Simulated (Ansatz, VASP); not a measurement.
Two plane-wave programs on HfN

File POSCAR:

```
HfN
1.0
    0.0000000000      2.4548220000      2.4548220000
    2.4548220000      0.0000000000      2.4548220000
    2.4548220000      2.4548220000      0.0000000000
Hf N
1 1
Direct
    0.0050920189      0.0050920189     -0.0050920189
    0.7500000000      0.7500000000      0.7500000000
```

INCAR.step1

```
SYSTEM = HfN
  PREC = Accurate
  ENCUT = 520
  ISMEAR = 0
  SIGMA = 0.15
  LREAL = .False.
  LASPH = .True.
  NELM = 80
  NBANDS = 14
  GGA = PE
  ALGO = Normal
  EDIFF = 1E-4
  LWAVE = .True.
  LCHARG = .False.
```

File INCAR.step2:

```
SYSTEM = HfN
  PREC = Accurate
  ENCUT = 520
  EDIFF = 1E-6
  ISMEAR = 0
  SIGMA = 0.15
  LREAL = .False.
  LASPH = .True.
  NELM = 80
  ALGO = Normal
  ISIF = 2
  LWAVE = .False.
  LCHARG = .True.
  METAGGA = R2SCAN
  LMIXTAU = .True.
  LELF = .True.
  LVHAR = .True.
  NBANDS = 14
  ISTART = 1
```

The input KPOINTS:

```
regular mesh
0
Gamma
  16 16 16
  0 0 0
```

Input for Ansatz:

```yaml
crystal:
  lattice:
    - [0.0, 2.454822, 2.454822]
    - [2.454822, 0.0, 2.454822]
    - [2.454822, 2.454822, 0.0]
  atoms:
    - { symbol: Hf, position: [0.0050920189, 0.0050920189, -0.0050920189] }
    - { symbol: "N", position: [0.75, 0.75, 0.75] }
basis:
  ecutwfc: 500
kpoints:
  mp_grid: { grid: [16, 16, 16] }
hamiltonian:
  xc: r2scan
scf:
  occupations: { method: gaussian, width: 0.15 }
output:
  forces: true
  stress: true
  eigenvalues: true
```

Change from the starting cell: all Hf atoms moved +0.025 Å, as atom 1 along Cartesian [0 0 1].

Alike in both runs: task single point; functional r2SCAN; k mesh 16 × 16 × 16; occupations gaussian, width 0.15 eV; no spin polarisation.

|  | VASP | Ansatz |
| --- | --- | --- |
| version | VASP 6.6.1 | Ansatz 0.2.0 |
| potentials or method | VASP PAW PBE potentials, release 64 (Hf_pv, N), cutoff 520 eV | scalar-relativistic, plane waves, PAW |
| valence electrons in the cell | 15 | 31 |

|  | VASP | Ansatz | Ansatz less VASP |
| --- | --- | --- | --- |
| gap on the k mesh at the Fermi level (eV) | none | none | - |
| pressure (GPa) | -3.5 | -2.1 | +1.36 |
| traceless stress, the component that is largest in VASP (GPa) | -1.32 | -1.33 | -0.015 |
| rms of the force components (eV/Å) | 0.172 | 0.172 | +0.0002 |

VASP's potentials were made for PBE, not for r2SCAN. Atom by atom the forces differ by 0.000 eV/Å (rms over components). A gap of «none» marks a metal or a gap that the smearing closes. VASP's potentials hold 15 valence electrons a cell and Ansatz's 31, so a difference there can come from the potentials and not from the codes.

Spin-orbit coupling is off throughout.
